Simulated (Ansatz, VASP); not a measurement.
# Two plane-wave programs on SnO2

```xyz
12
Lattice="3.2534 1.8784 4.0869 -3.2534 1.8784 4.0869 0.0000 -3.7568 4.0869" Properties=species:S:1:pos:R:3 pbc="T T T"
Sn    0.0000    0.0000   10.5997
Sn    0.0000   -1.8784    6.5170
Sn   -1.6267    0.9392    6.5170
Sn    1.6267    0.9392    6.5170
O    -1.6257   -0.9386    5.5545
O     1.6257   -0.9386    5.5545
O     0.0000    1.8772    5.5545
O     0.0000    0.0000    7.4782
O     0.0000    0.0000    1.4694
O     0.0000   -1.8795    3.3896
O    -1.6277    0.9398    3.3896
O     1.6277    0.9398    3.3896
```

Alike in both runs: task single point; functional LDA; k mesh 6 × 6 × 6; occupations gaussian, width 0.05 eV; no spin polarisation.

|  | VASP | Ansatz |
| --- | --- | --- |
| version | VASP 6.6.1 | Ansatz 0.2.0 |
| potentials or method | VASP PAW LDA potentials, release 64 (Sn_d, O), cutoff 520 eV | scalar-relativistic, plane waves, PAW |
| valence electrons in the cell | 104 | 104 |

|  | VASP | Ansatz | Ansatz less VASP |
| --- | --- | --- | --- |
| gap on the k mesh at the Fermi level (eV) | 1.24 | 1.23 | -0.004 |
| least direct gap on the mesh (eV) | 1.24 | 1.23 | -0.004 |
| pressure (GPa) | -5.1 | -6.2 | -1.13 |
| traceless stress, the component that is largest in VASP (GPa) | 2.11 | 2.85 | +0.734 |
| rms of the force components (eV/Å) | 0.092 | 0.128 | +0.0365 |

Ansatz warns that its potentials were made for another functional, while VASP's fit it. LDA's correlation is that of Perdew and Zunger in VASP and of Perdew and Wang (1992) in Ansatz. Atom by atom the forces differ by 0.037 eV/Å (rms over components).
